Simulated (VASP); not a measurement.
Runs of VASP 6.6.1 on Mg. The structure is that of space group Fm-3m (No. 225), or close to it. The cells are those of the table. This isn't the form of Mg at room conditions, which is hcp.

```csv
cell,k mesh,gap on the mesh (eV),pressure (GPa)
"a = 3.152 Å, angles 60.0°, 1 atom",16 × 16 × 16,none,1.5
"a = 3.174 Å, angles 60.0°, 1 atom",14 × 14 × 14,none,(a)
"a = 3.063 Å, angles 60.0°, 1 atom",16 × 16 × 16,none,5.7
"a = 3.191 Å, angles 60.0°, 1 atom",16 × 16 × 16,none,0.1
```

Alike in all rows: task single point; level PBE; potentials or basis VASP PAW PBE potentials, release 64 (Mg); no spin polarisation; cutoff (eV) 600; smearing gaussian 0.1 eV.

Fill in the values left out.

(a) 0.8.

Caveats: the cell stands under pressure (at least some runs).

A gap of «none» marks levels without a gap at the run's occupations.
